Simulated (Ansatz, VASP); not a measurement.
# Two plane-wave programs on Ti

Contents of INCAR:

```
PREC = Accurate
ENCUT = 520
EDIFF = 1E-6
ISMEAR = -1
SIGMA = 0.1
LREAL = F
LASPH = T
NELM = 80
ALGO = Normal
ISIF = 2
LWAVE = F
LCHARG = T
GGA = PS
LELF = T
LVHAR = T
NBANDS = 25
```

Contents of KPOINTS:

```
regular mesh
0
Gamma
  9 9 12
```

File POSCAR:

```
Ti
1.0
    4.7533333333      0.0000000000      0.0000000000
   -2.3766666667      4.1165074220      0.0000000000
    0.0000000000      0.0000000000      2.8200000000
Ti
3
Direct
    0.0000000000      0.0000000000      0.0000000000
    0.3333333333      0.6666666667      0.5000000000
    0.6666666667      0.3333333333      0.5000000000
```

Input for Ansatz:

```yaml
crystal:
  lattice:
    - [4.753333333333332, 0.0, 0.0]
    - [-2.376666666666666, 4.116507422, 0.0]
    - [0.0, 0.0, 2.82]
  atoms:
    - { symbol: Ti, position: [0.0, 0.0, 0.0] }
    - { symbol: Ti, position: [0.3333333333333333, 0.6666666666666666, 0.5] }
    - { symbol: Ti, position: [0.6666666666666666, 0.3333333333333333, 0.5] }
basis:
  ecutwfc: 520.0
kpoints:
  mp_grid:
    grid: [9, 9, 12]
hamiltonian:
  xc: pbesol
scf:
  occupations:
    method: fermi_dirac
output:
  stress: true
```

Alike in both runs: task single point; functional PBEsol; k mesh 9 × 9 × 12; no spin polarisation.

|  | VASP | Ansatz |
| --- | --- | --- |
| version | VASP 6.6.1 | Ansatz 0.2.0 |
| potentials or method | VASP PAW PBE potentials, release 64 (Ti_sv), cutoff 520 eV | plane waves, PAW |
| occupations | fermi-dirac, width 0.1 eV | fermi-dirac |
| valence electrons in the cell | 36 | 36 |

```csv
,VASP,Ansatz,Ansatz less VASP
pressure (GPa),-10.6,-10.5,+0.09
"traceless stress, the component that is largest in VASP (GPa)",4.06,4.08,+0.020
```

VASP's potentials were made for PBE, not for PBEsol.
